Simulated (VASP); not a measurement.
# MgO (Pm-3m) in VASP: single point with PBE

Aim: the single point of MgO with PBE.

Everything below comes from runs of VASP 6.6.1. Logs are shortened: lines on timing, memory, paths and dates and some standing lists are left out, and cuts for length are marked.

**1. The cell of the first run**

The structure is cubic, space group Pm-3m (No. 221). Conventional cell: a = 2.623 Å, b = 2.623 Å, c = 2.623 Å, α = 90.00°, β = 90.00°, γ = 90.00°. Mg (site symmetry m-3m) has 8 O at 2.27 Å and 6 Mg at 2.62 Å within 3.0 Å. Within 3.0 Å of O (site symmetry m-3m) lie 8 Mg at 2.27 Å and 6 O at 2.62 Å.

**2. Single point, PBE**

File INCAR:

```
ALGO = Normal ; EDIFF = 1E-6
ENCUT = 840 ; GGA = PE
GGA_COMPAT = False ; ISIF = 2
ISMEAR = 1 ; LASPH = True
LCHARG = True ; LELF = True
LREAL = False ; LVHAR = True
LWAVE = False ; NBANDS = 15
NELM = 120 ; PREC = Accurate
SIGMA = 0.05
```

File KPOINTS:

```
k-points
0
Gamma
  6 6 6
```

File POSCAR:

```
MgO
1.0
    2.6233491285      0.0000000000      0.0000000000
    0.0000000000      2.6233491285      0.0000000000
    0.0000000000      0.0000000000      2.6233491285
Mg O
1 1
Direct
    0.0000000000      0.0000000000      0.0000000000
    0.5000000000      0.5000000000      0.5000000000
```

Potentials or basis: VASP PAW PBE potentials, release 64 (Mg_sv, O).

Launch:

```bash
$ cat potpaw_PBE.64/Mg_sv/POTCAR potpaw_PBE.64/O/POTCAR > POTCAR
$ mpirun -np 1 vasp_std > vasp.out
```

OUTCAR:

```text
EDIFF = 1E-6
   ENCUT = 840
   GGA = PE
   ISIF = 2
   ISMEAR = 1
   LASPH = True
   LREAL = False
   NELM = 120
   PREC = Accurate

 ion  position               nearest neighbor table
   1  0.000  0.000  0.000-
   2  0.500  0.500  0.500-

  LATTYP: Found a simple cubic cell.
 ALAT       =     2.6233491285

  Lattice vectors:

 A1 = (   2.6233491285,   0.0000000000,   0.0000000000)
 A2 = (   0.0000000000,   2.6233491285,   0.0000000000)
 A3 = (   0.0000000000,   0.0000000000,   2.6233491285)

Analysis of symmetry for initial positions (statically):
=====================================================================
 Subroutine PRICEL returns:
 Original cell was already a primitive cell.

 Routine SETGRP: Setting up the symmetry group for a
 simple cubic supercell.

 Subroutine GETGRP returns: Found 48 space group operations
 (whereof 48 operations were pure point group operations)
 out of a pool of 48 trial point group operations.

The static configuration has the point symmetry O_h .

Analysis of symmetry for dynamics (positions and initial velocities):
=====================================================================
 Subroutine PRICEL returns:
 Original cell was already a primitive cell.

 Routine SETGRP: Setting up the symmetry group for a
 simple cubic supercell.

 Subroutine GETGRP returns: Found 48 space group operations
 (whereof 48 operations were pure point group operations)
 out of a pool of 48 trial point group operations.

The dynamic configuration has the point symmetry O_h .

 Subroutine INISYM returns: Found 48 space group operations
 (whereof 48 operations are pure point group operations),
 and found     1 'primitive' translations

----------------------------------------------------------------------------------------

                                     Primitive cell

  volume of cell :      18.0538

  direct lattice vectors                    reciprocal lattice vectors
     2.623349129  0.000000000  0.000000000     0.381192114  0.000000000  0.000000000
     0.000000000  2.623349129  0.000000000     0.000000000  0.381192114  0.000000000
     0.000000000  0.000000000  2.623349129     0.000000000  0.000000000  0.381192114

  length of vectors
     2.623349129  2.623349129  2.623349129     0.381192114  0.381192114  0.381192114

  position of ions in fractional coordinates (direct lattice)
[... 74 lines left out ...]
   EDIFF  = 0.1E-05   stopping-criterion for ELM
   LREAL  =      F    real-space projection
[... 7 lines left out ...]
   TEBEG  =    0.0;   TEEND  =   0.0 temperature during run
   PSTRESS=    0.0 pullay stress
   NELECT =      16.0000    total number of electrons
   NUPDOWN=      -1.0000    fix difference up-down
   EMIN   =  10.00;   EMAX   =-10.00  energy-range for DOS
   EFERMI =   0.00;   METHOD = LEGACY
   ISMEAR =     1;   SIGMA  =   0.05  broadening in eV -4-tet -1-fermi 0-gaus
   EFERMI_NEDOS =   21; number of points for ismear=-14 and -15
   IALGO  =     38    algorithm
   IMIX   =      4    mixing-type and parameters
     AMIX     =   0.40;   BMIX     =  1.00
     AMIX_MAG =   1.60;   BMIX_MAG =  1.00
  volume/ion in A,a.u.               =       9.03        60.92
  Fermi-wavevector in a.u.,A,eV,Ry     =   1.572505  2.971604 33.644110  2.472772
  Thomas-Fermi vector in A             =   2.673929
   LORBIT       =      0    0 simple, 1 ext, 2 COOP (PROOUT), +10 PAW based schemes
   GGA     = PE    functional components
   LHFCALC =     F    Hartree Fock is set to
   AEXX    =    0.0000 exact exchange contribution
   IVDW    =     0    specifies the selected vdW correction
   LEPSILON=     F    determine dielectric tensor
   LRPA    =     F    only Hartree local field effects (RPA)
 non-spin polarized calculation
 Methfessel and Paxton  Order N= 1 SIGMA  =   0.05
  energy-cutoff  :      840.00
  volume of cell :       18.05
 maximum number of plane-waves:      1021
 NGX is ok and might be reduce to    28
   NGX = 13   NGY = 13   NGZ = 13

 number of electron      15.9999997 magnetization

 Free energy of the ion-electron system (eV)
  ---------------------------------------------------
  ext. energy  EPLUGINS =         0.00000000
  ---------------------------------------------------
  free energy    TOTEN  =       -10.37080092 eV

  energy without entropy =      -10.37084119  energy(sigma->0) =      -10.37081434

 E-fermi :   4.8876     XC(G=0): -11.6910

 val. band max:        4.8455059584   @ k =   0.5000   0.5000   0.0000
 cond. band min:       7.4842953504   @ k =   0.0000   0.0000   0.0000
 fundamental gap:      2.6387893920
 Fermi energy:         4.8875996894

 k-point     1 :       0.0000    0.0000    0.0000
  band No.  band energies     occupation
      1     -69.8800      2.00000
      2     -36.5703      2.00000
      3     -36.5703      2.00000
      4     -36.5703      2.00000
      5     -13.7320      2.00000
      6       3.8285      2.00000
      7       3.8285      2.00000
      8       3.8285      2.00000
      9       7.4843      0.00000
     10      15.3195      0.00000
     11      15.3195      0.00000
     12      25.3734      0.00000
     13      25.3734      0.00000
     14      25.3734      0.00000
[... 329 lines left out ...]
      2     -36.6682      2.00000
      3     -36.6682      2.00000
      4     -36.6682      2.00000
      5     -10.7496      2.00000
      6       1.1726      2.00000
      7       1.1726      2.00000
      8       1.1726      2.00000
      9      12.3941      0.00000
     10      12.3941      0.00000
     11      12.3941      0.00000
     12      21.4682      0.00000
     13      23.8128      0.00000
     14      23.8128      0.00000
     15      23.8128      0.00000

------------------------ aborting loop because EDIFF is reached ----------------------------------------

  FORCE on cell =-STRESS in cart. coord.  units (eV):
  Direction    XX          YY          ZZ          XY          YZ          ZX
  --------------------------------------------------------------------------------------
  -------------------------------------------------------------------------------------
  Total        0.6921069      0.6921069      0.6921069     -0.0000000     -0.0000000     -0.0000000
  in kB       61.4208058     61.4208058     61.4208058     -0.0000000     -0.0000000     -0.0000000
  external PRESSURE =      61.4208058 kB  Pullay stress =       0.0000000 kB

 VOLUME and BASIS-vectors are now :
 -----------------------------------------------------------------------------
  energy-cutoff  :      840.00
  volume of cell :       18.05
      direct lattice vectors                 reciprocal lattice vectors
     2.623349129  0.000000000  0.000000000     0.381192114  0.000000000  0.000000000
     0.000000000  2.623349129  0.000000000     0.000000000  0.381192114  0.000000000
     0.000000000  0.000000000  2.623349129     0.000000000  0.000000000  0.381192114

 POSITION                                       TOTAL-FORCE (eV/Angst)
 -----------------------------------------------------------------------------------
      0.00000      0.00000      0.00000         0.000000      0.000000      0.000000
      1.31167      1.31167      1.31167         0.000000      0.000000      0.000000
 -----------------------------------------------------------------------------------
    total drift:                               -0.000000      0.000000      0.000000

  FREE ENERGIE OF THE ION-ELECTRON SYSTEM (eV)
  ---------------------------------------------------
  free  energy   TOTEN  =       -10.3708009181 eV

  energy  without entropy=      -10.3708411885  energy(sigma->0) =      -10.37081434
```

It took 12 s on 1 thread of Intel Xeon Platinum 8259CL at 2.50GHz (Skylake/Cascade Lake), shared host; peak memory 0.15 GiB.

Results:

| Property | Result |
| --- | --- |
| Free energy | -10.3708 eV |
| Pressure | 6.1 GPa |
| Band gap on the k mesh | 2.64 eV (least direct gap 3.66 eV) |

Caveat: the cell stands under pressure; the structure was generated, so it needn't be the stable form of MgO.
